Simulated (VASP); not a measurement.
# W (Im-3m) in VASP: further runs

W is run at these levels: LDA; tasks: single point, relaxation of volume and atoms at fixed shape.

Everything below comes from runs of VASP 6.6.1. Logs are shortened: lines on timing, memory, paths and dates and some standing lists are left out, and cuts for length are marked.

### 1 The cell of the first run

It takes space group Im-3m (No. 229, cubic). The conventional cell has a = 3.135 Å, b = 3.135 Å, c = 3.135 Å, α = 90.00°, β = 90.00°, γ = 90.00°. Within 3.6 Å of W (site symmetry m-3m) lie 14 W at 2.71 to 3.13 Å.

### 2 Single point, LDA

Input file INCAR:

```
SYSTEM = W
  PREC = Accurate
  ENCUT = 520
  EDIFF = 1E-6
  ISMEAR = -1
  SIGMA = 0.02
  LREAL = .False.
  LASPH = .True.
  NELM = 100
  ALGO = Normal
  ISIF = 2
  LWAVE = .False.
  LCHARG = .True.
  LELF = .True.
  LVHAR = .True.
  NBANDS = 13
```

Input file KPOINTS:

```
regular mesh
0
Gamma
  9 9 9
  0 0 0
```

Input file POSCAR:

```
W
1.0
   -1.5674828403      1.5674828403      1.5674828403
    1.5674828403     -1.5674828403      1.5674828403
    1.5674828403      1.5674828403     -1.5674828403
W
1
Direct
    0.0000000000      0.0000000000      0.0000000000
```

Potentials or basis: VASP PAW LDA potentials, release 64 (W_sv).

Command:

```sh
> cat potpaw_LDA.64/W_sv/POTCAR > POTCAR
> mpirun -np 1 vasp_std > vasp.out
```

OUTCAR:

```text
SYSTEM = W
   PREC = Accurate
   ENCUT = 520
   EDIFF = 1E-6
   ISMEAR = -1
   LREAL = .False.
   LASPH = .True.
   NELM = 100
   ISIF = 2

 ion  position               nearest neighbor table
   1  0.000  0.000  0.000-

  LATTYP: Found a body centered cubic cell.
 ALAT       =     3.1349656806

  Lattice vectors:

 A1 = (  -1.5674828403,   1.5674828403,   1.5674828403)
 A2 = (   1.5674828403,  -1.5674828403,   1.5674828403)
 A3 = (   1.5674828403,   1.5674828403,  -1.5674828403)

Analysis of symmetry for initial positions (statically):
=====================================================================
 Subroutine PRICEL returns:
 Original cell was already a primitive cell.

 Routine SETGRP: Setting up the symmetry group for a
 body centered cubic supercell.

 Subroutine GETGRP returns: Found 48 space group operations
 (whereof 48 operations were pure point group operations)
 out of a pool of 48 trial point group operations.

The static configuration has the point symmetry O_h .

Analysis of symmetry for dynamics (positions and initial velocities):
=====================================================================
 Subroutine PRICEL returns:
 Original cell was already a primitive cell.

 Routine SETGRP: Setting up the symmetry group for a
 body centered cubic supercell.

 Subroutine GETGRP returns: Found 48 space group operations
 (whereof 48 operations were pure point group operations)
 out of a pool of 48 trial point group operations.

The dynamic configuration has the point symmetry O_h .

 Subroutine INISYM returns: Found 48 space group operations
 (whereof 48 operations are pure point group operations),
 and found     1 'primitive' translations

----------------------------------------------------------------------------------------

                                     Primitive cell

  volume of cell :      15.4052

  direct lattice vectors                    reciprocal lattice vectors
    -1.567482840  1.567482840  1.567482840     0.000000000  0.318982758  0.318982758
     1.567482840 -1.567482840  1.567482840     0.318982758  0.000000000  0.318982758
     1.567482840  1.567482840 -1.567482840     0.318982758  0.318982758  0.000000000

  length of vectors
     2.714959919  2.714959919  2.714959919     0.451109743  0.451109743  0.451109743

  position of ions in fractional coordinates (direct lattice)
     0.000000000  0.000000000  0.000000000

  ion indices of the primitive-cell ions
   primitive index   ion index
                 1           1

----------------------------------------------------------------------------------------

 KPOINTS: regular mesh

Automatic generation of k-mesh.
 Grid dimensions read from file:
 generate k-points for:    9    9    9

 Generating k-lattice:

  Cartesian coordinates                     Fractional coordinates (reciprocal lattice)
     0.000000000  0.035442529  0.035442529     0.111111111  0.000000000  0.000000000
     0.035442529  0.000000000  0.035442529     0.000000000  0.111111111  0.000000000
     0.035442529  0.035442529  0.000000000     0.000000000  0.000000000  0.111111111

  Length of vectors
     0.050123305  0.050123305  0.050123305

  Shift w.r.t. Gamma in fractional coordinates (k-lattice)
     0.000000000  0.000000000  0.000000000

 Subroutine IBZKPT returns following result:
 ===========================================

 Found     35 irreducible k-points:

 Following reciprocal coordinates:
            Coordinates               Weight
  0.000000  0.000000  0.000000      1.000000
  0.111111  0.000000  0.000000     12.000000
  0.222222  0.000000  0.000000     12.000000
  0.333333  0.000000  0.000000     12.000000
  0.444444  0.000000  0.000000     12.000000
  0.111111  0.111111  0.000000     24.000000
[... 16 lines left out ...]
 -0.333333  0.444444  0.111111     48.000000
 -0.444444 -0.444444  0.111111     24.000000
 [... further k-points ...]
   k-points           NKPTS =     35   k-points in BZ     NKDIM =     35   number of bands    NBANDS=     13
   number of dos      NEDOS =    301   number of ions     NIONS =      1
   total plane-waves  NPLWV =   8000
   dimension x,y,z NGX =    20 NGY =   20 NGZ =   20
   dimension x,y,z NGXF=    40 NGYF=   40 NGZF=   40
   ions per type =               1
   NGX,Y,Z   is equivalent  to a cutoff of  12.25, 12.25, 12.25 a.u.
   NGXF,Y,Z  is equivalent  to a cutoff of  24.49, 24.49, 24.49 a.u.
 SYSTEM =  W
   PREC   = accura    normal or accurate (medium, high low for compatibility)
   ISTART =      0    job   : 0-new  1-cont  2-samecut
   ICHARG =      2    charge: 1-file 2-atom 10-const
   ISPIN  =      1    spin polarized calculation?
   LNONCOLLINEAR =      F non collinear calculations
   LSORBIT =      F    spin-orbit coupling
   LASPH  =      T    aspherical Exc in radial PAW
   ENCUT  =  520.0 eV  38.22 Ry    6.18 a.u.   5.05  5.05  5.05*2*pi/ulx,y,z
   NELM   =    100;   NELMIN=  2; NELMDL= -5     # of ELM steps
   EDIFF  = 0.1E-05   stopping-criterion for ELM
   LREAL  =      F    real-space projection
   EDIFFG = 0.1E-04   stopping-criterion for IOM
   NSW    =      0    number of steps for IOM
   IBRION =     -1    ionic relax: 0-MD 1-quasi-New 2-CG
   NFREE  =      0    steps in history (QN), initial steepest desc. (CG)
   ISIF   =      2    stress and relaxation
   ISYM   =      2    0-nonsym 1-usesym 2-fastsym
   POTIM  = 0.5000    time-step for ionic-motion
   TEBEG  =    0.0;   TEEND  =   0.0 temperature during run
   PSTRESS=    0.0 pullay stress
   NELECT =      14.0000    total number of electrons
   NUPDOWN=      -1.0000    fix difference up-down
   EMIN   =  10.00;   EMAX   =-10.00  energy-range for DOS
   EFERMI =   0.00;   METHOD = LEGACY
   ISMEAR =    -1;   SIGMA  =   0.02  broadening in eV -4-tet -1-fermi 0-gaus
   EFERMI_NEDOS =   21; number of points for ismear=-14 and -15
   IALGO  =     38    algorithm
   IMIX   =      4    mixing-type and parameters
     AMIX     =   0.40;   BMIX     =  1.00
     AMIX_MAG =   1.60;   BMIX_MAG =  1.00
  volume/ion in A,a.u.               =      15.41       103.96
  Fermi-wavevector in a.u.,A,eV,Ry     =   1.585726  2.996587 34.212201  2.514526
  Thomas-Fermi vector in A             =   2.685146
   LORBIT       =      0    0 simple, 1 ext, 2 COOP (PROOUT), +10 PAW based schemes
   GGA     = CA    functional components
   LHFCALC =     F    Hartree Fock is set to
   AEXX    =    0.0000 exact exchange contribution
   IVDW    =     0    specifies the selected vdW correction
   LEPSILON=     F    determine dielectric tensor
   LRPA    =     F    only Hartree local field effects (RPA)
 non-spin polarized calculation
  energy-cutoff  :      520.00
  volume of cell :       15.41
 maximum number of plane-waves:       426
   NGX =  9   NGY =  9   NGZ =  9

 number of electron      14.0000004 magnetization

 Free energy of the ion-electron system (eV)
  ---------------------------------------------------
  ext. energy  EPLUGINS =         0.00000000
  ---------------------------------------------------
  free energy    TOTEN  =       -14.11518996 eV

  energy without entropy =      -14.11198252  energy(sigma->0) =      -14.11358624

 E-fermi :  11.7894     XC(G=0): -13.9915

 val. band max:       11.6439482412   @ k =   0.4444   0.1111   0.0000
 cond. band min:      11.7937012251   @ k =  -0.2222   0.3333   0.1111
 fundamental gap:      0.1497529839
 Fermi energy:        11.7894186975

 k-point     1 :       0.0000    0.0000    0.0000
  band No.  band energies     occupation
      1     -61.9805      2.00000
      2     -25.7421      2.00000
      3     -25.7421      2.00000
      4     -25.7421      2.00000
      5       2.0406      2.00000
      6      10.4251      2.00000
      7      10.4251      2.00000
      8      10.4251      2.00000
      9      13.9930      0.00000
     10      13.9930      0.00000
     11      26.3790      0.00000
     12      26.3790      0.00000
     13      26.3790      0.00000

 k-point     2 :       0.1111    0.0000    0.0000
  band No.  band energies     occupation
      1     -61.9624      2.00000
      2     -25.9241      2.00000
      3     -25.7986      2.00000
      4     -25.7432      2.00000
      5       2.6463      2.00000
      6      10.0675      2.00000
      7      10.3169      2.00000
      8      11.0219      2.00000
      9      13.5086      0.00000
     10      14.0031      0.00000
     11      26.8573      0.00000
     12      27.4066      0.00000
     13      27.7780      0.00000

 k-point     3 :       0.2222    0.0000    0.0000
  band No.  band energies     occupation
      1     -61.9161      2.00000
      2     -26.3670      2.00000
      3     -25.9392      2.00000
      4     -25.7460      2.00000
      5       4.1253      2.00000
      6       9.2742      2.00000
      7       9.8859      2.00000
      8      12.7303      0.00000
      9      13.2767      0.00000
     10      14.1260      0.00000
     11      27.0417      0.00000
     12      29.1440      0.00000
     13      30.1837      0.00000
[... 305 lines left out ...]
 k-point    23 :      -0.3333    0.4444    0.1111
  band No.  band energies     occupation
      1     -61.8118      2.00000
      2     -26.9280      2.00000
      3     -26.3558      2.00000
      4     -25.9750      2.00000
      5       6.6777      2.00000
      6       8.5748      2.00000
      7       9.7602      2.00000
      8      12.6189      0.00000
      9      15.2096      0.00000
     10      17.6860      0.00000
     11      24.1740      0.00000
     12      27.9263      0.00000
     13      29.5468      0.00000

 k-point    24 :      -0.4444   -0.4444    0.1111
  band No.  band energies     occupation
      1     -61.7955      2.00000
      2     -27.0347      2.00000
      3     -26.4297      2.00000
      4     -25.9740      2.00000
      5       6.5765      2.00000
      6       8.9707      2.00000
      7       9.5092      2.00000
      8      12.6462      0.00000
      9      16.3498      0.00000
     10      19.7818      0.00000
     11      22.1955      0.00000
     12      26.4243      0.00000
     13      28.5986      0.00000

 [... further k-points ...]
[... 5 lines left out ...]
  --------------------------------------------------------------------------------------
  -------------------------------------------------------------------------------------
  Total        0.1919760      0.1919760      0.1919760      0.0000000      0.0000000     -0.0000000
  in kB       19.9659118     19.9659118     19.9659118      0.0000000      0.0000000     -0.0000000
  external PRESSURE =      19.9659118 kB  Pullay stress =       0.0000000 kB

 VOLUME and BASIS-vectors are now :
 -----------------------------------------------------------------------------
  energy-cutoff  :      520.00
  volume of cell :       15.41
      direct lattice vectors                 reciprocal lattice vectors
    -1.567482840  1.567482840  1.567482840     0.000000000  0.318982758  0.318982758
     1.567482840 -1.567482840  1.567482840     0.318982758  0.000000000  0.318982758
     1.567482840  1.567482840 -1.567482840     0.318982758  0.318982758  0.000000000

 POSITION                                       TOTAL-FORCE (eV/Angst)
 -----------------------------------------------------------------------------------
      0.00000      0.00000      0.00000        -0.000000     -0.000000      0.000000
 -----------------------------------------------------------------------------------
    total drift:                                0.000000     -0.000000      0.000000

  FREE ENERGIE OF THE ION-ELECTRON SYSTEM (eV)
  ---------------------------------------------------
  free  energy   TOTEN  =       -14.1151899617 eV

  energy  without entropy=      -14.1119825184  energy(sigma->0) =      -14.11358624
```

Wall time 2.5 s (1 thread of Intel Xeon 6975P-C (Granite Rapids), shared host); peak memory 0.12 GiB.

Results:

* Free energy: -14.1152 eV
* Pressure: 2.0 GPa
* Band gap on the k mesh: zero (band 7 reaches 15.90 eV, above the bottom of band 8 at 10.43 eV)

Caveat: spin-orbit coupling is left out, which moves the levels of the heavy elements.

### 3 Relaxation of volume and atoms at fixed shape, LDA

This run uses another cell than the first one, of 15.85 Å³/atom, 1.029 times its volume.

Input file INCAR:

```
PREC = Accurate
ENCUT = 600
EDIFF = 1E-7
ISMEAR = -1
SIGMA = 0.02
LREAL = F
LASPH = T
NELM = 60
ALGO = Normal
ISIF = 8
LWAVE = F
LCHARG = F
GGA = CA
IBRION = 2
NSW = 60
EDIFFG = -0.02
```

Input file KPOINTS:

```
regular mesh
0
Gamma
  9 9 9
```

Input file POSCAR:

```
W
1.0
   -1.5823450000      1.5823450000      1.5823450000
    1.5823450000     -1.5823450000      1.5823450000
    1.5823450000      1.5823450000     -1.5823450000
W
1
Direct
    0.0000000000      0.0000000000      0.0000000000
```

Potentials or basis: VASP PAW LDA potentials, release 64 (W_sv).

Command:

```sh
> cat potpaw_LDA.64/W_sv/POTCAR > POTCAR
> mpirun -np 1 vasp_std > vasp.out
```

Run time: 6.3 s. Hardware: 1 thread of Intel Xeon 6975P-C (Granite Rapids), shared host; peak memory 0.14 GiB.

Results (log left out):

- Free energy: -14.1160 eV
- Relaxed volume: 15.50 Å³/atom
- Relaxed cell: a = 2.720 Å, b = 2.720 Å, c = 2.720 Å, α = 109.47°, β = 109.47°, γ = 109.47°
- Space group after relaxing (to 0.05 Å): Im-3m (No. 229)
- Energy gained by relaxing: 8.0 meV/atom
- Ionic steps: 4
- Pressure after relaxing: 0.0 GPa
- Band gap on the k mesh: zero (band 7 reaches 15.78 eV, above the bottom of band 8 at 10.35 eV)

Step by step:
| step | energy change (eV) | largest force (eV/Å) | pressure (GPa) | volume (Å³) |
| --- | --- | --- | --- | --- |
| 1 | 0.0000 | 0.0000 | -7.20 | 15.85 |
| 2 | 0.1069 | 0.0000 | 31.19 | 14.27 |
| 3 | -0.0080 | 0.0000 | -0.44 | 15.52 |
| 4 | -0.0080 | 0.0000 | -0.02 | 15.50 |

Final structure:
```
CELL_PARAMETERS angstrom
-1.57066 1.57066 1.57066
1.57066 -1.57066 1.57066
1.57066 1.57066 -1.57066
ATOMIC_POSITIONS crystal
W 0.00000 0.00000 0.00000
```

Levels at points of the mesh, in eV from the Fermi level:
```csv
k point,band 4,band 5,band 6,band 7,band 8,band 9,band 10,band 11
"(0.00, 0.00, 0.00)",-37.55,-9.72,-1.36,-1.36,-1.36,2.19,2.19,14.57
```

Caveat: spin-orbit coupling is left out, which moves the levels of the heavy elements. LDA usually gives volumes a few per cent too small.
